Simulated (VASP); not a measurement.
ZnInGaO4: single point with PBE

Crystal: ZnInGaO4.

```
Zn In Ga O
1.0
    -1.68033    2.91041    0.00000
    -3.36065    0.00000    0.00000
    -1.68033    0.97014    8.71341
Zn In Ga O
1 1 1 4
Direct
  0.78162 0.78162 0.65515
  0.99723 0.99723 0.00830
  0.21297 0.21297 0.36110
  0.70486 0.70486 0.88543
  0.28864 0.28864 0.13407
  0.87828 0.87828 0.36515
  0.13640 0.13640 0.59080
```

```json
{"Program": "VASP 6.6.1", "Task": "single point", "Functional": "PBE", "Potentials or basis": "VASP PAW PBE potentials, release 64 (Zn, In_d, Ga_d, O)", "Cutoff": "600 eV", "k mesh": "9 × 9 × 10", "Occupations": "gaussian, width 0.05 eV", "Spin": "no spin polarisation"}
```

```
Pressure               : -0.2 GPa
Largest force          : 0.076 eV/Å
Band gap on the k mesh : 1.05 eV
```

Forces on the atoms (eV/Å):
```
Zn   0.000  0.000  0.040
In   0.000  0.000  0.046
Ga   0.000  0.000  0.018
O    0.000  0.000  0.027
O    0.000  0.000 -0.049
O    0.000  0.000 -0.076
O    0.000  0.000 -0.006
```

Stress tensor (GPa, compression positive):
```
-0.13  0.00  0.00
 0.00 -0.13  0.00
 0.00  0.00 -0.21
```

Levels at points of the mesh, in eV from the valence-band top:
```tsv
k point	band 28	band 29	band 30	band 31	band 32	band 33	band 34	band 35
(0.00, 0.00, 0.00)	-0.77	-0.52	0.00	0.00	1.05	4.18	4.86	5.74
(0.00, 0.00, 0.50)	-0.79	-0.79	0.00	0.00	2.44	2.80	5.12	6.02
```

Run time: 8.4 min on 4 MPI ranks on Intel(R) Xeon(R) Platinum 8259CL CPU @ 2.50GHz (Skylake/Cascade Lake), with other jobs on the host, peak memory 1.5 GiB a rank.

Caveat: spin-orbit coupling is left out, which moves the levels of the heavy elements. A k mesh can miss the band edges.
